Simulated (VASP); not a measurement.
Write the native input for VASP 6.6.1 that does the following.

* Task: single point
* Functional: r2SCAN
* Potentials or basis: VASP PAW PBE potentials, release 64 (C)
* Cutoff: 520 eV
* k mesh: 9 × 9 × 3
* Occupations: fermi-dirac, width 0.05 eV
* Spin: no spin polarisation
* Dipole correction: no
* Further INCAR settings: ALGO = Normal; EDIFF = 1e-06; NBANDS = 16

Crystal: C.

```
C
1.0
     2.45591    0.00000    0.00000
    -1.22796    2.12688    0.00000
     0.00000    0.00000    7.01063
C
4
Direct
  0.00000 0.00000 0.25000
  0.00000 0.00000 0.75000
  0.33333 0.66667 0.25000
  0.66667 0.33333 0.75000
```

One way to write it, as run:

POSCAR

```
C
1.0
    2.4559134450      0.0000000000      0.0000000000
   -1.2279567225      2.1268834329      0.0000000000
    0.0000000000      0.0000000000      7.0106290262
C
4
Direct
    1.0000000000      1.0000000000      0.2500000000
    0.0000000000      0.0000000000      0.7500000000
    0.3333333333      0.6666666667      0.2500000000
    0.6666666667      0.3333333333      0.7500000000
```

INCAR.step1

```
SYSTEM = C
PREC     = Accurate       ! precision mode
ENCUT    = 520            ! plane-wave cutoff, eV
ISMEAR   = -1             ! smearing method
SIGMA    = 0.05           ! smearing width, eV
LREAL    = .FALSE.        ! projectors in reciprocal space
LASPH    = .TRUE.         ! aspherical terms in the spheres
NELM     = 60             ! most SCF steps
NBANDS   = 16             ! bands
GGA      = PE             ! functional
ALGO     = Normal         ! electronic algorithm
EDIFF    = 1E-4           ! SCF threshold, eV
LWAVE    = .TRUE.         ! write WAVECAR
LCHARG   = .FALSE.        ! write CHGCAR
```

INCAR.step2

```
SYSTEM = C
PREC     = Accurate       ! precision mode
ENCUT    = 520            ! plane-wave cutoff, eV
EDIFF    = 1E-6           ! SCF threshold, eV
ISMEAR   = -1             ! smearing method
SIGMA    = 0.05           ! smearing width, eV
LREAL    = .FALSE.        ! projectors in reciprocal space
LASPH    = .TRUE.         ! aspherical terms in the spheres
NELM     = 60             ! most SCF steps
ALGO     = Normal         ! electronic algorithm
ISIF     = 2              ! what is computed and relaxed
LWAVE    = .FALSE.        ! write WAVECAR
LCHARG   = .TRUE.         ! write CHGCAR
METAGGA  = R2SCAN         ! meta-GGA
LMIXTAU  = .TRUE.       
LELF     = .TRUE.         ! ELF
LVHAR    = .TRUE.       
NBANDS   = 16             ! bands
ISTART   = 1
```

KPOINTS

```
regular mesh
0
G
  9 9 3
  0 0 0
```

Potentials or basis: VASP PAW PBE potentials, release 64 (C).

Run with:

```console
$ cat potpaw_PBE.64/C/POTCAR > POTCAR
$ cp INCAR.step1 INCAR
$ mpirun -np 1 vasp_std > vasp.out
$ cp INCAR.step2 INCAR
$ mpirun -np 1 vasp_std > vasp.out
```

It gave:

* Pressure: 0.7 GPa
* Band gap on the k mesh: zero (band 8 reaches 4.31 eV, above the bottom of band 9 at 4.29 eV)

Caveat: the PAW data sets were made with another functional, which shifts forces and pressure a little.

It took 23 s on 1 thread of Intel(R) Xeon(R) 6975P-C (Granite Rapids), with other jobs on the host, peak memory 0.14 GiB.
